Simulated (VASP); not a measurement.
The system is Cu.

```
CELL_PARAMETERS angstrom
-1.39290 1.39290 1.39290
1.39290 -1.39290 1.39290
1.39290 1.39290 -1.39290
ATOMIC_POSITIONS crystal
Cu 0.00000 0.00000 0.00000
```

| Quantity | Value |
| --- | --- |
| Program | VASP 6.6.1 |
| Task | relaxation of cell and atoms |
| Functional | PBEsol |
| Potentials or basis | VASP PAW PBE potentials, release 64 (Cu) |
| Cutoff | 600 eV |
| k mesh | 10 × 10 × 10 |
| Occupations | gaussian, width 0.1 eV |
| Spin | no spin polarisation |

At the start: pressure 9.9 GPa; volume 10.81 Å³/atom.

How do energy, volume and symmetry change on relaxing?

Over 3 steps the energy falls by 17.3 meV/atom and the volume is 11.40 Å³/atom (+5.5 %); space group Im-3m (No. 229, to 0.05 Å).

The path:
| step | energy change (eV) | largest force (eV/Å) | pressure (GPa) | volume (Å³) |
| --- | --- | --- | --- | --- |
| 1 | 0.0000 | 0.0000 | 9.92 | 10.81 |
| 2 | -0.0076 | 0.0000 | -6.13 | 11.89 |
| 3 | -0.0173 | 0.0000 | -0.01 | 11.40 |

Final structure:
```xyz
1
Lattice="-1.4180 1.4180 1.4180 1.4180 -1.4180 1.4180 1.4180 1.4180 -1.4180" Properties=species:S:1:pos:R:3 pbc="T T T"
Cu    0.0000    0.0000    0.0000
```

Caveat: the PAW data sets were made with another functional, which shifts forces and pressure a little.
